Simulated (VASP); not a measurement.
A run of VASP 6.6.1 is set up as follows.

File POSCAR:

```
Al
1.0
    8.1000000000      0.0000000000      0.0000000000
    0.0000000000      8.1000000000      0.0000000000
    0.0000000000      0.0000000000      8.1000000000
Al
33
Direct
    0.5021833872      0.0024466210     -0.0024682528
    0.7507983201      0.2497100845      0.0562382038
    0.7498328170     -0.0138622318      0.2496925818
   -0.0018027444      0.0016474046     -0.0016685538
    0.2493052234      0.2500408461      0.0139019181
    0.5024583530      0.4973834955     -0.0027445179
    0.7498327142      0.7502171826      0.0138990290
    0.2502859547     -0.0035877409      0.2501618772
    0.4864598126      0.2500404589      0.2496915068
    0.7498334709      0.5136706024      0.2496921786
    0.5025730663      0.0028379887      0.5027090643
    0.7507942538      0.2497120765      0.4415524184
    0.7507977876     -0.0565586386      0.7504098769
   -0.0020723973      0.4981877222     -0.0019376572
    0.2502858989      0.7498856209      0.0036007575
    0.0139870803      0.2500410019      0.2496929761
    0.2502863189      0.5035229041      0.2501619338
    0.4964984673      0.7498854461      0.2501621111
   -0.0021850320      0.0020287014      0.5019023972
    0.2493045199      0.2500406194      0.4863688678
    0.5028508172      0.4969902522      0.5029872082
    0.7498335434      0.7502175883      0.4863721396
    0.2493051211     -0.0138627132      0.7499422601
    0.4402732518      0.2497125554      0.7504067367
    0.7507949569      0.5581198505      0.7504078835
    0.0035947186      0.7498857800      0.2501616644
   -0.0024578679      0.4978041776      0.5021737527
    0.2502863667      0.7498855690      0.4964910872
    0.0549924432      0.2497101557      0.7504101816
    0.2493046266      0.5136713652      0.7499424846
    0.4864623055      0.7502180037      0.7499427266
    0.0139846457      0.7502169826      0.7499420620
    0.7467982989      0.2510637674      0.7484945963
```

INCAR.step1

```
SYSTEM = Al
PREC = Accurate
ENCUT = 520
ISMEAR = -1
SIGMA = 0.15
LREAL = Auto
LASPH = .TRUE.
NELM = 80
NBANDS = 72
GGA = PE
ALGO = Normal
EDIFF = 1E-4
LWAVE = .TRUE.
LCHARG = .FALSE.
```

File INCAR.step2:

```
SYSTEM = Al
PREC = Accurate
ENCUT = 520
EDIFF = 1E-6
ISMEAR = -1
SIGMA = 0.15
LREAL = Auto
LASPH = .TRUE.
NELM = 80
ALGO = Normal
ISIF = 2
LWAVE = .FALSE.
LCHARG = .TRUE.
METAGGA = R2SCAN
LMIXTAU = .TRUE.
LELF = .TRUE.
LVHAR = .TRUE.
NBANDS = 72
ISTART = 1
```

KPOINTS

```
Automatic mesh
0
G
  2 2 2
  0 0 0
```

Potentials or basis: VASP PAW PBE potentials, release 64 (Al).

The run is started by

```console
$ cat potpaw_PBE.64/Al/POTCAR > POTCAR
$ cp INCAR.step1 INCAR
$ mpirun -np 1 vasp_std > vasp.out
$ cp INCAR.step2 INCAR
$ mpirun -np 1 vasp_std > vasp.out
```

Problem. Estimate the band gap on the k mesh.

Solution. Zero (an odd number of electrons rules out a gap without spin polarisation).

Problem. Predict the largest force.

Solution. 0.025 eV/Å.

Problem. Predict the pressure.

Solution. 1.6 GPa.

Forces in eV/Å, atoms in the order of the input:
```
Al   0.001  0.000  0.000
Al   0.002  0.001  0.020
Al  -0.001 -0.023 -0.001
Al   0.000  0.001  0.000
Al  -0.003  0.000  0.024
Al   0.002 -0.001  0.000
Al  -0.001  0.000  0.024
Al   0.001 -0.019  0.001
Al  -0.023  0.001  0.000
Al  -0.001  0.022 -0.001
Al   0.003 -0.001  0.001
Al  -0.001  0.002 -0.017
Al   0.001 -0.020  0.000
Al   0.000 -0.001  0.000
Al   0.000 -0.001  0.018
Al   0.025  0.000  0.000
Al   0.001  0.019  0.001
Al  -0.019  0.000  0.000
Al   0.001 -0.001  0.001
Al  -0.003  0.000 -0.025
Al   0.001  0.001 -0.001
Al  -0.001  0.001 -0.022
Al  -0.003 -0.024  0.000
Al  -0.017  0.000  0.001
Al  -0.001  0.017 -0.002
Al   0.019  0.000  0.000
Al   0.001  0.000  0.000
Al   0.000 -0.001 -0.019
Al   0.020  0.000 -0.001
Al  -0.003  0.025  0.000
Al  -0.023  0.001 -0.001
Al   0.025  0.000  0.000
Al  -0.005  0.002 -0.003
```

Caveat: the k points lie up to 0.39 Å⁻¹ apart, too coarse for converged energies and pressures of a metal; the PAW data sets were made with another functional, which shifts forces and pressure a little.
